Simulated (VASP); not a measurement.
# TiB2 (P6/mmm) in VASP: further runs, part 2 of 2

VASP 6.6.1. The steps go on from the part before.

### 3 Single point, LDA+U

Input file INCAR:

```
SYSTEM = TiB2
  PREC = Accurate
  ENCUT = 520
  EDIFF = 1E-7
  ISMEAR = -1
  SIGMA = 0.05
  LREAL = .FALSE.
  LASPH = .TRUE.
  NELM = 150
  ALGO = Normal
  ISIF = 2
  LWAVE = .FALSE.
  LCHARG = .FALSE.
  LMAXMIX = 4
  LDAU = .TRUE.
  LDAUTYPE = 2
  LDAUL = 2 -1
  LDAUU = 2 0
  LDAUJ = 0 0
  LDAUPRINT = 1
  NBANDS = 16
```

Input file KPOINTS:

```
Automatic mesh
0
G
  10 10 8
  0 0 0
```

Input file POSCAR:

```
TiB2
1.0
    3.0292000000      0.0000000000      0.0000000000
   -1.5146000000      2.6233641531      0.0000000000
    0.0000000000      0.0000000000      3.2284000000
Ti B
1 2
Direct
    0.0000000000      0.0000000000      0.0000000000
    0.6666666667      0.3333333333      0.5000000000
    0.3333333333      0.6666666667      0.5000000000
```

Potentials or basis: VASP PAW LDA potentials, release 64 (Ti_sv, B).

Started as:

```bash
cat potpaw_LDA.64/Ti_sv/POTCAR potpaw_LDA.64/B/POTCAR > POTCAR
mpirun -np 1 vasp_std > vasp.out
```

OUTCAR:

```text
SYSTEM = TiB2
   PREC = Accurate
   ENCUT = 520
   EDIFF = 1E-7
   ISMEAR = -1
   LREAL = .FALSE.
   LASPH = .TRUE.
   NELM = 150
   ISIF = 2

 ion  position               nearest neighbor table
   1  0.000  0.000  0.000-   2 2.38   3 2.38   2 2.38   3 2.38   3 2.38   3 2.38   2 2.38   2 2.38
                             2 2.38   2 2.38   3 2.38   3 2.38
   2  0.667  0.333  0.500-   3 1.75   3 1.75   3 1.75   1 2.38   1 2.38   1 2.38   1 2.38   1 2.38
                             1 2.38
   3  0.333  0.667  0.500-   2 1.75   2 1.75   2 1.75   1 2.38   1 2.38   1 2.38   1 2.38   1 2.38
                             1 2.38

  LATTYP: Found a hexagonal cell.
 ALAT       =     3.0292000000
 C/A-ratio  =     1.0657599366

  Lattice vectors:

 A1 = (   3.0292000000,   0.0000000000,   0.0000000000)
 A2 = (  -1.5146000000,   2.6233641531,   0.0000000000)
 A3 = (   0.0000000000,   0.0000000000,   3.2284000000)

Analysis of symmetry for initial positions (statically):
=====================================================================
 Subroutine PRICEL returns:
 Original cell was already a primitive cell.

 Routine SETGRP: Setting up the symmetry group for a
 hexagonal supercell.

 Subroutine GETGRP returns: Found 24 space group operations
 (whereof 24 operations were pure point group operations)
 out of a pool of 24 trial point group operations.

The static configuration has the point symmetry D_6h.

Analysis of symmetry for dynamics (positions and initial velocities):
=====================================================================
 Subroutine PRICEL returns:
 Original cell was already a primitive cell.

 Routine SETGRP: Setting up the symmetry group for a
 hexagonal supercell.

 Subroutine GETGRP returns: Found 24 space group operations
 (whereof 24 operations were pure point group operations)
 out of a pool of 24 trial point group operations.

The dynamic configuration has the point symmetry D_6h.

 Subroutine INISYM returns: Found 24 space group operations
 (whereof 24 operations are pure point group operations),
 and found     1 'primitive' translations

----------------------------------------------------------------------------------------

                                     Primitive cell

  volume of cell :      25.6551

  direct lattice vectors                    reciprocal lattice vectors
     3.029200000  0.000000000  0.000000000     0.330120164  0.190594965  0.000000000
    -1.514600000  2.623364153  0.000000000     0.000000000  0.381189931  0.000000000
     0.000000000  0.000000000  3.228400000     0.000000000  0.000000000  0.309750960

  length of vectors
     3.029200000  3.029200000  3.228400000     0.381189931  0.381189931  0.309750960

  position of ions in fractional coordinates (direct lattice)
     0.000000000  0.000000000  0.000000000
     0.666666667  0.333333333  0.500000000
     0.333333333  0.666666667  0.500000000

[... 90 lines left out ...]
   EMIN   =  10.00;   EMAX   =-10.00  energy-range for DOS
   EFERMI =   0.00;   METHOD = LEGACY
   ISMEAR =    -1;   SIGMA  =   0.05  broadening in eV -4-tet -1-fermi 0-gaus
   EFERMI_NEDOS =   21; number of points for ismear=-14 and -15
   IALGO  =     38    algorithm
   IMIX   =      4    mixing-type and parameters
     AMIX     =   0.40;   BMIX     =  1.00
     AMIX_MAG =   1.60;   BMIX_MAG =  1.00
  volume/ion in A,a.u.               =       8.55        57.71
  Fermi-wavevector in a.u.,A,eV,Ry     =   1.454703  2.748990 28.792122  2.116161
  Thomas-Fermi vector in A             =   2.571823
   LORBIT       =      0    0 simple, 1 ext, 2 COOP (PROOUT), +10 PAW based schemes
 LDA+U is selected, type is set to LDAUTYPE =  2
   angular momentum for each species LDAUL =     2   -1
   U (eV)           for each species LDAUU =   2.0  0.0
   J (eV)           for each species LDAUJ =   0.0  0.0
   GGA     = CA    functional components
   LHFCALC =     F    Hartree Fock is set to
   AEXX    =    0.0000 exact exchange contribution
   IVDW    =     0    specifies the selected vdW correction
   LEPSILON=     F    determine dielectric tensor
   LRPA    =     F    only Hartree local field effects (RPA)
 non-spin polarized calculation
  energy-cutoff  :      520.00
  volume of cell :       25.66
 maximum number of plane-waves:       721
 NGX is ok and might be reduce to    24
   NGX = 11   NGY = 11   NGZ = 13

atom =   1  type =  1  l = 2

 onsite density matrix

spin component  1

  0.2085  0.0000  0.0000 -0.0000 -0.0000
  0.0000  0.2105 -0.0000  0.0000  0.0000
  0.0000 -0.0000  0.1748 -0.0000 -0.0000
 -0.0000  0.0000 -0.0000  0.2105 -0.0000
 -0.0000  0.0000 -0.0000 -0.0000  0.2085

spin component  2

  0.2085  0.0000  0.0000 -0.0000 -0.0000
  0.0000  0.2105 -0.0000  0.0000  0.0000
  0.0000 -0.0000  0.1748 -0.0000 -0.0000
 -0.0000  0.0000 -0.0000  0.2105 -0.0000
 -0.0000  0.0000 -0.0000 -0.0000  0.2085

 occupancies and eigenvectors

  o =  0.1748  v =  0.0000 -0.0000  1.0000  0.0000  0.0000  0.0000  0.0000  0.0000  0.0000  0.0000      0.0000  0.0000  0.0000  0.0000  0.0000  0.0000  0.0000  0.0000  0.0000  0.0000
  o =  0.1748  v =  0.0000  0.0000  0.0000  0.0000  0.0000  0.0000 -0.0000  1.0000  0.0000  0.0000      0.0000  0.0000  0.0000  0.0000  0.0000  0.0000  0.0000  0.0000  0.0000  0.0000
  o =  0.2085  v =  1.0000  0.0000  0.0000  0.0000  0.0000  0.0000  0.0000  0.0000  0.0000  0.0000      0.0000  0.0000  0.0000  0.0000  0.0000  0.0000  0.0000  0.0000  0.0000  0.0000
  o =  0.2085  v =  0.0000  0.0000  0.0000  0.0000  0.0000  1.0000  0.0000  0.0000  0.0000  0.0000      0.0000  0.0000  0.0000  0.0000  0.0000  0.0000  0.0000  0.0000  0.0000  0.0000
  o =  0.2085  v =  0.0000 -0.0000 -0.0000  0.0000  1.0000  0.0000  0.0000  0.0000  0.0000  0.0000      0.0000  0.0000  0.0000  0.0000  0.0000  0.0000  0.0000  0.0000  0.0000  0.0000
  o =  0.2085  v =  0.0000  0.0000  0.0000  0.0000  0.0000  0.0000 -0.0000 -0.0000  0.0000  1.0000      0.0000  0.0000  0.0000  0.0000  0.0000  0.0000  0.0000  0.0000  0.0000  0.0000
  o =  0.2105  v =  0.0000  0.0000  0.0000  0.0000  0.0000  0.0000  1.0000  0.0000 -0.0000  0.0000      0.0000  0.0000  0.0000  0.0000  0.0000  0.0000  0.0000  0.0000  0.0000  0.0000
  o =  0.2105  v =  0.0000  1.0000  0.0000 -0.0000  0.0000  0.0000  0.0000  0.0000  0.0000  0.0000      0.0000  0.0000  0.0000  0.0000  0.0000  0.0000  0.0000  0.0000  0.0000  0.0000
  o =  0.2105  v =  0.0000  0.0000  0.0000  0.0000  0.0000  0.0000  0.0000 -0.0000  1.0000 -0.0000      0.0000  0.0000  0.0000  0.0000  0.0000  0.0000  0.0000  0.0000  0.0000  0.0000
  o =  0.2105  v =  0.0000  0.0000 -0.0000  1.0000 -0.0000  0.0000  0.0000  0.0000  0.0000  0.0000      0.0000  0.0000  0.0000  0.0000  0.0000  0.0000  0.0000  0.0000  0.0000  0.0000

 number of electron      18.0000002 magnetization

 Free energy of the ion-electron system (eV)
  ---------------------------------------------------
  ext. energy  EPLUGINS =         0.00000000
  ---------------------------------------------------
  free energy    TOTEN  =       -25.24509971 eV

  energy without entropy =      -25.23862586  energy(sigma->0) =      -25.24186278

 E-fermi :  10.1050     XC(G=0): -12.9584

 val. band max:       10.0982374087   @ k =   0.3000   0.2000   0.0000
 cond. band min:      10.1083968124   @ k =   0.4000   0.2000   0.0000
 fundamental gap:      0.0101594037
 Fermi energy:        10.1050211310

 k-point     1 :       0.0000    0.0000    0.0000
  band No.  band energies     occupation
      1     -46.6427      2.00000
      2     -23.3643      2.00000
      3     -23.0481      2.00000
      4     -23.0481      2.00000
      5      -3.3114      2.00000
      6       7.5168      2.00000
[... 433 lines left out ...]
      3     -23.3207      2.00000
      4     -23.1618      2.00000
      5       0.3507      2.00000
      6       1.7793      2.00000
[... 8 lines left out ...]
     15      18.7271      0.00000
     16      19.5424      0.00000

 [... further k-points ...]
[... 5 lines left out ...]
  --------------------------------------------------------------------------------------
  -------------------------------------------------------------------------------------
  Total       -1.1333052     -1.1333052     -0.9846836      0.0000000      0.0000000      0.0000000
  in kB      -70.7756059    -70.7756059    -61.4940972      0.0000000      0.0000000      0.0000000
  external PRESSURE =     -67.6817697 kB  Pullay stress =       0.0000000 kB

 VOLUME and BASIS-vectors are now :
 -----------------------------------------------------------------------------
  energy-cutoff  :      520.00
  volume of cell :       25.66
      direct lattice vectors                 reciprocal lattice vectors
     3.029200000  0.000000000  0.000000000     0.330120164  0.190594965  0.000000000
    -1.514600000  2.623364153  0.000000000     0.000000000  0.381189931  0.000000000
     0.000000000  0.000000000  3.228400000     0.000000000  0.000000000  0.309750960

 POSITION                                       TOTAL-FORCE (eV/Angst)
 -----------------------------------------------------------------------------------
      0.00000      0.00000      0.00000         0.000000      0.000000     -0.000000
      1.51460      0.87445      1.61420        -0.000000      0.000000     -0.000000
     -0.00000      1.74891      1.61420         0.000000      0.000000      0.000000
 -----------------------------------------------------------------------------------
    total drift:                               -0.000000      0.000000      0.000000

  FREE ENERGIE OF THE ION-ELECTRON SYSTEM (eV)
  ---------------------------------------------------
  free  energy   TOTEN  =       -25.2450997102 eV

  energy  without entropy=      -25.2386258565  energy(sigma->0) =      -25.24186278
```

stdout:

```text
POSCAR found type information on POSCAR TiB
 POSCAR found :  2 types and       3 ions
 scaLAPACK will be used
 LDA part: xc-table for (Slater(with rela. corr.)+CA(PZ))
 , standard interpolation
 POSCAR, INCAR and KPOINTS ok, starting setup
 FFT: planning ... GRIDC
 FFT: planning ... GRID_SOFT
 FFT: planning ... GRID
 WAVECAR not read
 entering main loop
```

Run time: 23 s. Hardware: 1 thread of Intel Xeon 8259CL, shared host; peak memory 0.14 GiB.

Results:

```yaml
Free_energy: -25.2451 eV
Pressure: -6.8 GPa
Band_gap_on_the_k_mesh: zero (band 9 reaches 10.57 eV, above the bottom of band 10 at 9.99 eV)
```

Stress tensor (GPa, compression positive):
```
-7.08  0.00  0.00
 0.00 -7.08  0.00
 0.00  0.00 -6.15
```

Eigenvalues of the final occupation matrices:
```tsv
site	spin	trace	eigenvalues
site 1 d	1	1.01	0.17 0.21 0.21 0.21 0.21
site 1 d	2	1.01	0.17 0.21 0.21 0.21 0.21
```

Caveat: U without spin polarisation on a metal has little footing; the U is typed as a test and isn't derived for this compound.

### 4 Single point, LDA+U

Input file INCAR:

```
  ALGO = Normal
  EDIFF = 1E-7
  ENCUT = 520
  ISIF = 2
  ISMEAR = -1
  LASPH = True
  LCHARG = False
  LDAU = True
  LDAUJ = 0 0
  LDAUL = 2 -1
  LDAUPRINT = 1
  LDAUTYPE = 2
  LDAUU = 3 0
  LMAXMIX = 4
  LREAL = False
  LWAVE = False
  NBANDS = 16
  NELM = 150
  PREC = Accurate
  SIGMA = 0.05
```

Input file KPOINTS:

```
k-points
0
Gamma
  10 10 8
```

POSCAR is that of step 3.

Potentials or basis: VASP PAW LDA potentials, release 64 (Ti_sv, B).

Started as:

```bash
cat potpaw_LDA.64/Ti_sv/POTCAR potpaw_LDA.64/B/POTCAR > POTCAR
mpirun -np 1 vasp_std > vasp.out
```

OUTCAR:

```text
EDIFF = 1E-7
   ENCUT = 520
   ISIF = 2
   ISMEAR = -1
   LASPH = True
   LREAL = False
   NELM = 150
   PREC = Accurate

 ion  position               nearest neighbor table
   1  0.000  0.000  0.000-   2 2.38   3 2.38   2 2.38   3 2.38   3 2.38   3 2.38   2 2.38   2 2.38
                             2 2.38   2 2.38   3 2.38   3 2.38
   2  0.667  0.333  0.500-   3 1.75   3 1.75   3 1.75   1 2.38   1 2.38   1 2.38   1 2.38   1 2.38
                             1 2.38
   3  0.333  0.667  0.500-   2 1.75   2 1.75   2 1.75   1 2.38   1 2.38   1 2.38   1 2.38   1 2.38
                             1 2.38

  LATTYP: Found a hexagonal cell.
 ALAT       =     3.0292000000
[... 690 lines left out ...]
  --------------------------------------------------------------------------------------
  -------------------------------------------------------------------------------------
  Total       -0.8645599     -0.8645599     -0.5564210      0.0000000     -0.0000000      0.0000000
  in kB      -53.9922985    -53.9922985    -34.7488326      0.0000000     -0.0000000      0.0000000
  external PRESSURE =     -47.5778099 kB  Pullay stress =       0.0000000 kB

 VOLUME and BASIS-vectors are now :
 -----------------------------------------------------------------------------
  energy-cutoff  :      520.00
  volume of cell :       25.66
      direct lattice vectors                 reciprocal lattice vectors
     3.029200000  0.000000000  0.000000000     0.330120164  0.190594965  0.000000000
    -1.514600000  2.623364153  0.000000000     0.000000000  0.381189931  0.000000000
     0.000000000  0.000000000  3.228400000     0.000000000  0.000000000  0.309750960

 POSITION                                       TOTAL-FORCE (eV/Angst)
 -----------------------------------------------------------------------------------
      0.00000      0.00000      0.00000        -0.000000      0.000000     -0.000000
      1.51460      0.87445      1.61420         0.000000      0.000000      0.000000
     -0.00000      1.74891      1.61420        -0.000000      0.000000     -0.000000
 -----------------------------------------------------------------------------------
    total drift:                               -0.000000      0.000000      0.000000

  FREE ENERGIE OF THE ION-ELECTRON SYSTEM (eV)
  ---------------------------------------------------
  free  energy   TOTEN  =       -24.4436246422 eV

  energy  without entropy=      -24.4370863478  energy(sigma->0) =      -24.44035549
```

OSZICAR:

```text
N       E                     dE             d eps       ncg     rms          rms(c)
DAV:   1     0.123363631047E+03    0.12336E+03   -0.89444E+03  2240   0.127E+03
DAV:   2    -0.231043948777E+02   -0.14647E+03   -0.14126E+03  2384   0.343E+02
DAV:   3    -0.303378237904E+02   -0.72334E+01   -0.71523E+01  3304   0.737E+01
DAV:   4    -0.304940291428E+02   -0.15621E+00   -0.15616E+00  2616   0.984E+00
DAV:   5    -0.304978932493E+02   -0.38641E-02   -0.38639E-02  3368   0.130E+00    0.163E+01
DAV:   6    -0.244327841667E+02    0.60651E+01   -0.22904E+01  3264   0.509E+01    0.348E+00
DAV:   7    -0.244452659594E+02   -0.12482E-01   -0.10290E+00  2336   0.108E+01    0.288E+00
DAV:   8    -0.244420218332E+02    0.32441E-02   -0.58927E-02  3480   0.210E+00    0.876E-01
DAV:   9    -0.244438113701E+02   -0.17895E-02   -0.20947E-02  2792   0.194E+00    0.215E-01
DAV:  10    -0.244437470669E+02    0.64303E-04   -0.35390E-03  3224   0.682E-01    0.964E-02
DAV:  11    -0.244436350045E+02    0.11206E-03   -0.32252E-04  2768   0.171E-01    0.584E-02
DAV:  12    -0.244436253389E+02    0.96656E-05   -0.36823E-05  2984   0.561E-02    0.118E-02
DAV:  13    -0.244436246351E+02    0.70382E-06   -0.52694E-06  2896   0.197E-02    0.229E-03
DAV:  14    -0.244436246422E+02   -0.71077E-08   -0.54727E-07  2456   0.823E-03
   1 F= -.24443625E+02 E0= -.24440355E+02  d E =-.653829E-02
```

stdout:

```text
POSCAR found type information on POSCAR TiB
 POSCAR found :  2 types and       3 ions
 scaLAPACK will be used
 LDA part: xc-table for (Slater(with rela. corr.)+CA(PZ))
 , standard interpolation
 POSCAR, INCAR and KPOINTS ok, starting setup
 FFT: planning ... GRIDC
 FFT: planning ... GRID_SOFT
 FFT: planning ... GRID
 WAVECAR not read
 entering main loop
```

Wall time 26 s (1 thread of Intel Xeon 8259CL, shared host); peak memory 0.14 GiB.

Results:

* Free energy: -24.4436 eV
* Pressure: -4.8 GPa
* Band gap on the k mesh: zero (band 9 reaches 10.71 eV, above the bottom of band 10 at 10.12 eV)

Eigenvalues of the final occupation matrices:
| site | spin | trace | eigenvalues |
| --- | --- | --- | --- |
| site 1 d | 1 | 1.00 | 0.17 0.21 0.21 0.21 0.21 |
| site 1 d | 2 | 1.00 | 0.17 0.21 0.21 0.21 0.21 |

Caveat: U without spin polarisation on a metal has little footing; the U is typed as a test and isn't derived for this compound.

### 5 The runs side by side

| level | U | gap on the mesh (eV) | pressure (GPa) |
| --- | --- | --- | --- |
| LDA | - | none | -10.7 |
| LDA+U | Ti d U = 2.0 eV | none | -6.8 |
| LDA+U | Ti d U = 3.0 eV | none | -4.8 |

Alike in all rows: task single point; potentials or basis VASP PAW LDA potentials, release 64 (Ti_sv, B); no spin polarisation; cell as given; k mesh 10 × 10 × 8; cutoff (eV) 520; smearing fermi-dirac 0.05 eV.

Every run on the cell as given and a fine mesh finds a metal. The pressure there spans -10.7 GPa (LDA) to -4.8 GPa (LDA+U); a positive pressure means that this level wants a larger cell, a negative one a smaller.

Caveats: U without spin polarisation on a metal has little footing (some runs); the U is typed as a test and isn't derived for this compound (some runs).

Absolute energies hang on the potentials; compare differences alone.
